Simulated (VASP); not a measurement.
Pd, 2 atoms in the cell. Symmetry: P6_3/mmc, No. 194, hexagonal system. Conventional cell: a = 2.750 Å, b = 2.750 Å, c = 4.491 Å, α = 90.00°, β = 90.00°, γ = 120.00°. Pd (site symmetry -6m2) has 12 Pd at 2.75 Å within 3.6 Å. 

```yaml
Program: VASP 6.6.1
Task: relaxation of cell and atoms
Functional: LDA
Potentials_or_basis: VASP PAW LDA potentials, release 64 (Pd)
Cutoff: 600 eV
k_mesh: 10 × 10 × 6
Occupations: fermi-dirac, width 0.05 eV
Spin: no spin polarisation
Dipole_correction: no
Further_INCAR_settings: ALGO = Normal; EDIFF = 1e-06; IBRION = 2; EDIFFG = -0.02; NSW = 60; ISIF = 3
```

Potentials or basis: VASP PAW LDA potentials, release 64 (Pd).

Launch:

```console
$ cat potpaw_LDA.64/Pd/POTCAR > POTCAR
$ mpirun -np 1 vasp_std > vasp.out
```

Hardware: 1 thread of Intel(R) Xeon(R) 6975P-C (Granite Rapids), with other jobs on the host.

**Question.** How long does it take, and how much memory?

**Answer.** It took 37 s on 1 thread of Intel(R) Xeon(R) 6975P-C (Granite Rapids), on a shared host, peak memory 0.17 GiB. Counts: scf iterations 61, k points 56, ion steps 10.
